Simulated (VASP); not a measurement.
# Ga32HO48 (a cell with a defect) (H interstitial hop between voids) in VASP: further runs

Ga32HO48 (a cell with a defect) (H interstitial hop between voids) is run at these levels: PBE; tasks: single point.

All numbers are computed with VASP 6.6.1; they aren't measurements. Logs are shortened: lines on timing, memory, paths and dates and some standing lists are left out, and cuts for length are marked.

**1. The cell of the first run**

The cell holds a defect, 81 atoms: a = 10.798 Å, b = 10.798 Å, c = 10.798 Å, α = 55.86°, β = 55.86°, γ = 55.86°.

**2. Single point, PBE**

INCAR

```
  PREC = Accurate
  ENCUT = 520
  EDIFF = 1E-6
  ISMEAR = -1
  SIGMA = 0.01
  LREAL = Auto
  LASPH = True
  NELM = 80
  ALGO = Normal
  ISIF = 2
  LWAVE = False
  LCHARG = True
  GGA = PE
  LELF = True
  LVHAR = True
  NBANDS = 398
  NELECT = 704.0
```

KPOINTS

```
regular mesh
0
Gamma
  1 1 1
```

POSCAR

```
Ga32HO48
1.0
    5.0579508900      2.9202093400      9.0826160100
   -5.0579508900      2.9202093400      9.0826160100
    0.0000000000     -5.8404185800      9.0826160400
Ga O H
32 48 1
Direct
    0.4272318160      0.4230809038      0.4292166111
    0.3203351839      0.3201871637      0.3228830202
    0.0689728376      0.0717806077      0.0718434489
    0.1723970196      0.1867711974      0.1674403942
    0.4261282425      0.4286961605      0.9289007424
    0.3222954787      0.3255270448      0.8183397849
    0.0613485752      0.0828763256      0.5883064815
    0.1790840697      0.1804615568      0.6810413202
    0.4316096940      0.9204420640      0.4351562356
    0.3375593310      0.8076849895      0.3096468975
    0.0722467040      0.5724620022      0.0720691416
    0.1774701205      0.6769875365      0.1787249485
    0.4282758474      0.9283652670      0.9270337664
    0.3206160234      0.8218119081      0.8238281166
    0.0713969254      0.5705352401      0.5740120543
    0.1771163439      0.6818812476      0.6773840521
    0.9250441455      0.4302385674      0.4281658111
    0.8199737752      0.3225733695      0.3231221816
    0.5673961817      0.0719142742      0.0741257559
    0.6771516449      0.1767344013      0.1778239499
    0.9274102319      0.4300093295      0.9268798594
    0.8182742437      0.3235276586      0.8251972130
    0.5725856262      0.0711158404      0.5729568645
    0.6760560481      0.1783472579      0.6789578380
    0.9243766853      0.9283180205      0.4259791337
    0.8221800665      0.8212672057      0.3218826436
    0.5718838894      0.5695007247      0.0718961379
    0.6828046334      0.6756793281      0.1750103562
    0.9243189064      0.9261458919      0.9326627215
    0.8209258542      0.8243797895      0.8205848015
    0.5718216137      0.5704253299      0.5737219010
    0.6776788245      0.6781330099      0.6782722680
    0.3718282884      0.2239844886      0.0277847877
    0.1951117216      0.0389090994      0.3830721954
    0.0247150519      0.3768277778      0.2226804934
    0.1211774605      0.2796985587      0.4772764907
    0.4638459729      0.1205944400      0.2813373776
    0.2750171827      0.4727759686      0.1266219514
    0.3748542011      0.2226606426      0.5271139596
    0.2231355449      0.0263194378      0.8762255473
    0.0258219697      0.3755025792      0.7253816883
    0.1253467996      0.2779245196      0.9698281728
    0.4719588475      0.1263233018      0.7761787675
    0.2756297622      0.4776955449      0.6216986317
    0.3744152382      0.7227889109      0.0281956096
    0.2218384019      0.5289194892      0.3762512627
    0.0255525827      0.8750877519      0.2232191478
    0.1283154493      0.7922209991      0.4660289994
    0.4798404665      0.6151712401      0.2748982173
    0.2770006245      0.9734052479      0.1256145069
    0.3750607287      0.7269278926      0.5232639649
    0.2222102871      0.5284148822      0.8741071482
    0.0251767764      0.8788856758      0.7231638235
    0.1235071573      0.7771624064      0.9747418116
    0.4713859764      0.6255839833      0.7773204863
    0.2747844240      0.9744574006      0.6256361209
    0.8728775644      0.2236973877      0.0274728546
    0.7204055105      0.0260240285      0.3754474760
    0.5248027416      0.3719035055      0.2236983167
    0.6243683253      0.2762178841      0.4734754408
    0.9702979385      0.1266989427      0.2749865533
    0.7779255456      0.4730360255      0.1236987627
    0.8712422591      0.2258267726      0.5300328831
    0.7206180840      0.0271450087      0.8766795926
    0.5244893859      0.3756744706      0.7239967902
    0.6217944907      0.2760542016      0.9759788106
    0.9704063148      0.1246968815      0.7845835445
    0.7754047308      0.4733002475      0.6270217936
    0.8755553843      0.7237794006      0.0259862081
    0.7217995646      0.5276475189      0.3751014387
    0.5219888089      0.8731315520      0.2261546030
    0.6272517700      0.7737916817      0.4751999595
    0.9721257252      0.6252129982      0.2774476670
    0.7719558337      0.9727359805      0.1281709711
    0.8766967235      0.7235230276      0.5269701356
    0.7229482487      0.5270575662      0.8749430531
    0.5260415676      0.8749162358      0.7235957402
    0.6248193056      0.7768776342      0.9736210639
    0.9742132874      0.6280593967      0.7732795240
    0.7767411691      0.9739026720      0.6236312027
    0.1338895480     -0.0272800002      0.4228870688
```

Potentials or basis: VASP PAW PBE potentials, release 64 (Ga_d, O, H).

Command:

```bash
cat potpaw_PBE.64/Ga_d/POTCAR potpaw_PBE.64/O/POTCAR potpaw_PBE.64/H/POTCAR > POTCAR
mpirun -np 1 vasp_gam > vasp.out
```

OUTCAR:

```text
PREC = Accurate
   ENCUT = 520
   EDIFF = 1E-6
   ISMEAR = -1
   LREAL = Auto
   LASPH = True
   NELM = 80
   ISIF = 2
   GGA = PE
   NELECT = 704.0

 ion  position               nearest neighbor table
   1  0.427  0.423  0.429-  60 1.94  49 1.94  44 1.95  39 2.06  46 2.10  59 2.11   2 2.87
   2  0.320  0.320  0.323-  38 1.95  37 1.95  36 1.95  59 2.10  39 2.12  46 2.15   1 2.87
   3  0.069  0.072  0.072-  57 1.94  47 1.94  40 1.94  61 2.10  42 2.13  50 2.15   4 2.85
   4  0.172  0.187  0.167-  33 1.93  35 1.93  34 2.01  42 2.02  61 2.10  50 2.11   3 2.85
   5  0.426  0.429  0.929-  66 1.95  55 1.95  38 1.95  52 2.11  65 2.11  33 2.12   6 2.88
   6  0.322  0.326  0.818-  43 1.95  44 1.95  42 1.96  65 2.08  52 2.10  33 2.13   5 2.88
   7  0.061  0.083  0.588-  63 1.95  53 1.96  67 1.98  34 2.01  36 2.05  56 2.08   8 2.80  29 2.91

   8  0.179  0.180  0.681-  39 1.93  41 1.93  40 1.93  36 2.13  56 2.14  67 2.15   7 2.80
   9  0.432  0.920  0.435-  72 1.91  37 1.93  56 1.94  51 2.05  71 2.14  34 2.37
  10  0.338  0.808  0.310-  49 1.86  50 1.93  48 1.95  71 2.03  51 2.15  34 2.40  28 2.88
  11  0.072  0.572  0.072-  35 1.95  69 1.95  52 1.95  38 2.10  54 2.10  73 2.11  12 2.87
  12  0.177  0.677  0.179-  46 1.95  45 1.95  47 1.96  38 2.10  54 2.10  73 2.11  11 2.87
  13  0.428  0.928  0.927-  43 1.95  78 1.95  50 1.96  40 2.10  77 2.10  45 2.12  14 2.88
  14  0.321  0.822  0.824-  54 1.95  55 1.95  56 1.96  40 2.10  45 2.11  77 2.11  13 2.88
  15  0.071  0.571  0.574-  41 1.94  46 1.94  75 1.94  44 2.09  79 2.09  48 2.28  16 2.91
[... 10 lines left out ...]
  26  0.822  0.821  0.322-  73 1.94  72 1.94  74 1.94  47 2.10  58 2.10  75 2.12  25 2.85
[... 5 lines left out ...]
  30  0.821  0.824  0.821-  80 1.94  78 1.95  79 1.96  64 2.10  53 2.12  69 2.12  29 2.88
  31  0.572  0.570  0.574-  65 1.94  70 1.95  51 1.98  68 2.10  55 2.11  72 2.11  32 2.89
  32  0.678  0.678  0.678-  76 1.95  77 1.95  75 1.97  72 2.08  68 2.10  55 2.12  31 2.89
  33  0.372  0.224  0.028-   4 1.93  19 1.94   5 2.12   6 2.13
  34  0.195  0.039  0.383-  81 1.00   7 2.01   4 2.01   9 2.37  10 2.40
  35  0.025  0.377  0.223-   4 1.93  11 1.95  18 2.11  17 2.12
  36  0.121  0.280  0.477-   2 1.95  17 1.96   7 2.05   8 2.13
  37  0.464  0.121  0.281-   9 1.93   2 1.95  19 2.09  20 2.20
  38  0.275  0.473  0.127-   2 1.95   5 1.95  11 2.10  12 2.10
  39  0.375  0.223  0.527-   8 1.93  23 1.96   1 2.06   2 2.12
  40  0.223  0.026  0.876-   8 1.93   3 1.94  13 2.10  14 2.10
[... 38 lines left out ...]
  79  0.974  0.628  0.773-  30 1.96  21 1.97  15 2.09  16 2.10
  80  0.777  0.974  0.624-  30 1.94  25 1.95  23 2.09  24 2.11
  81  0.134  0.973  0.423-  34 1.00

  LATTYP: Found a trigonal (rhomboedric) cell.
 ALAT       =    10.7983518826
 COS(alpha) =     0.5612023825

  Lattice vectors:

 A1 = (   5.0579508900,   2.9202093400,   9.0826160100)
 A2 = (  -5.0579508900,   2.9202093400,   9.0826160100)
 A3 = (   0.0000000000,  -5.8404185800,   9.0826160400)

Analysis of symmetry for initial positions (statically):
[... 268 lines left out ...]
   TEBEG  =    0.0;   TEEND  =   0.0 temperature during run
   PSTRESS=    0.0 pullay stress
   NELECT =     704.0000    total number of electrons
   NUPDOWN=      -1.0000    fix difference up-down
   EMIN   =  10.00;   EMAX   =-10.00  energy-range for DOS
   EFERMI =   0.00;   METHOD = LEGACY
   ISMEAR =    -1;   SIGMA  =   0.01  broadening in eV -4-tet -1-fermi 0-gaus
   EFERMI_NEDOS =   21; number of points for ismear=-14 and -15
   IALGO  =     38    algorithm
   IMIX   =      4    mixing-type and parameters
     AMIX     =   0.40;   BMIX     =  1.00
     AMIX_MAG =   1.60;   BMIX_MAG =  1.00
  volume/ion in A,a.u.               =       9.94        67.06
  Fermi-wavevector in a.u.,A,eV,Ry     =   1.565605  2.958564 33.349487  2.451118
  Thomas-Fermi vector in A             =   2.668056
   LORBIT       =      0    0 simple, 1 ext, 2 COOP (PROOUT), +10 PAW based schemes
   GGA     = PE    functional components
   LHFCALC =     F    Hartree Fock is set to
   AEXX    =    0.0000 exact exchange contribution
   IVDW    =     0    specifies the selected vdW correction
   LEPSILON=     F    determine dielectric tensor
   LRPA    =     F    only Hartree local field effects (RPA)
 non-spin polarized calculation
  energy-cutoff  :      520.00
  volume of cell :      804.92
 maximum number of plane-waves:     10826
   NGX = 41   NGY = 41   NGZ = 41

 number of electron     704.0000005 magnetization

 Free energy of the ion-electron system (eV)
  ---------------------------------------------------
  ext. energy  EPLUGINS =         0.00000000
  ---------------------------------------------------
  free energy    TOTEN  =      -483.40554505 eV

  energy without entropy =     -483.40554505  energy(sigma->0) =     -483.40554505

 E-fermi :   4.3601     XC(G=0): -11.9572

 val. band max:        4.0243758054   @ k =   0.0000   0.0000   0.0000
 cond. band min:       6.5060763204   @ k =   0.0000   0.0000   0.0000
 fundamental gap:      2.4817005150
 Fermi energy:         4.3601344834

 k-point     1 :       0.0000    0.0000    0.0000
  band No.  band energies     occupation
      1     -15.2368      2.00000
      2     -14.4622      2.00000
      3     -13.8092      2.00000
      4     -13.7504      2.00000
      5     -13.7201      2.00000
      6     -13.7000      2.00000
[... 356 lines left out ...]
    363      10.2396      0.00000
    364      10.2628      0.00000
 [bands above 364 left out]

------------------------ aborting loop because EDIFF is reached ----------------------------------------

  FORCE on cell =-STRESS in cart. coord.  units (eV):
  Direction    XX          YY          ZZ          XY          YZ          ZX
  --------------------------------------------------------------------------------------
  -------------------------------------------------------------------------------------
  Total       -0.9569482     -4.9032723     -6.2838548      0.5540016     -1.6160868     -1.0890792
  in kB       -1.9047949     -9.7599097    -12.5079440      1.1027341     -3.2168031     -2.1678001
  external PRESSURE =      -8.0575495 kB  Pullay stress =       0.0000000 kB

 VOLUME and BASIS-vectors are now :
 -----------------------------------------------------------------------------
  energy-cutoff  :      520.00
  volume of cell :      804.92
      direct lattice vectors                 reciprocal lattice vectors
     5.057950890  2.920209340  9.082616010     0.098854262  0.057073535  0.036700146
    -5.057950890  2.920209340  9.082616010    -0.098854262  0.057073535  0.036700146
     0.000000000 -5.840418580  9.082616040     0.000000000 -0.114147069  0.036700146

 POSITION                                       TOTAL-FORCE (eV/Angst)
 -----------------------------------------------------------------------------------
      0.02100     -0.02371     11.62147         0.002174      0.005398      0.012266
      0.00075     -0.01531      8.75024        -0.000966     -0.001849     -0.008020
     -0.01420     -0.00857      1.93094        -0.001241      0.005403     -0.008672
     -0.07270      0.07092      4.78298         0.006620      0.002420      0.020350
     -0.01299     -2.92890     16.20089         0.000048     -0.002611      0.008537
     -0.01635     -2.88767     13.31659         0.000440     -0.003846     -0.012300
[... 73 lines left out ...]
     -0.99723      1.46998     21.56463         0.002510      0.002245      0.004246
     -4.24276      0.76169     13.89183         0.005962     -0.065604     -0.079636
 -----------------------------------------------------------------------------------
    total drift:                               -0.000482     -0.008132     -0.004366

  FREE ENERGIE OF THE ION-ELECTRON SYSTEM (eV)
  ---------------------------------------------------
  free  energy   TOTEN  =      -483.4055450463 eV

  energy  without entropy=     -483.4055450463  energy(sigma->0) =     -483.40554505
```

Wall time 23 min (1 thread of AMD EPYC 7R13 (Zen 3), shared host); peak memory 0.98 GiB.

Results:

* Free energy: -483.4055 eV
* Largest force: 0.103 eV/Å

Forces on the atoms (eV/Å):
```
Ga   0.002  0.005  0.012
Ga  -0.001 -0.002 -0.008
Ga  -0.001  0.005 -0.009
Ga   0.007  0.002  0.020
Ga   0.000 -0.003  0.009
Ga   0.000 -0.004 -0.012
Ga   0.000  0.002 -0.002
Ga  -0.002 -0.003  0.005
Ga  -0.022  0.007 -0.005
Ga   0.003  0.000 -0.003
Ga  -0.001  0.000 -0.009
Ga   0.001 -0.001  0.009
Ga   0.002  0.002  0.007
Ga  -0.002 -0.002 -0.008
Ga  -0.005  0.007  0.000
Ga   0.001 -0.001  0.007
Ga   0.000  0.001  0.012
Ga  -0.004 -0.002 -0.009
Ga   0.001  0.001 -0.009
Ga  -0.003 -0.006  0.002
Ga   0.001 -0.001  0.010
Ga   0.003  0.002 -0.010
Ga  -0.002 -0.001 -0.013
Ga  -0.003 -0.002  0.008
Ga  -0.002 -0.005  0.008
Ga   0.000 -0.003 -0.012
Ga   0.003  0.002 -0.010
Ga  -0.003 -0.001  0.011
Ga  -0.003  0.002  0.016
Ga   0.000  0.000 -0.009
Ga   0.005 -0.001 -0.009
Ga   0.000 -0.001  0.011
O    0.001  0.002  0.002
O    0.024  0.050  0.064
O    0.002 -0.007  0.002
O   -0.001  0.008  0.004
O   -0.002  0.005  0.003
O    0.001  0.003  0.001
O    0.002  0.001 -0.002
O    0.004  0.001  0.000
O    0.000 -0.001 -0.007
O   -0.001  0.006 -0.009
O   -0.001 -0.003 -0.001
O   -0.001  0.003  0.003
O   -0.002  0.001  0.002
O    0.001  0.003 -0.002
O    0.004  0.003  0.003
O   -0.001 -0.009 -0.004
O    0.004 -0.009  0.003
O   -0.011 -0.004  0.003
O   -0.005 -0.005 -0.013
O   -0.002  0.001  0.000
O    0.001  0.007 -0.003
O    0.001  0.002 -0.001
O   -0.001  0.002 -0.001
O   -0.003  0.001  0.000
O    0.001  0.002  0.005
O   -0.003  0.000 -0.002
O   -0.004  0.001  0.000
O    0.002 -0.001  0.003
O    0.006 -0.005  0.002
O    0.001  0.000 -0.002
O    0.006  0.004 -0.005
O    0.000  0.002 -0.001
O    0.002  0.002  0.006
O   -0.001  0.001 -0.001
O    0.000 -0.011  0.012
O    0.002  0.002 -0.002
O   -0.001  0.003 -0.003
O   -0.003 -0.002 -0.002
O   -0.003  0.005  0.009
O    0.000  0.003 -0.001
O    0.001  0.003  0.000
O    0.000  0.001 -0.001
O   -0.004 -0.003 -0.001
O   -0.002  0.001  0.001
O    0.000 -0.001  0.001
O    0.001 -0.004 -0.003
O   -0.001 -0.001  0.002
O    0.003  0.002  0.004
H    0.006 -0.066 -0.080
```

Caveat: the k points lie up to 0.75 Å⁻¹ apart; the cell carries a net charge on a neutralising background, which shifts energy and pressure; the cell is charged against a uniform background, so pressure and absolute levels hang on convention.

(Continued in part 2 of 2.)
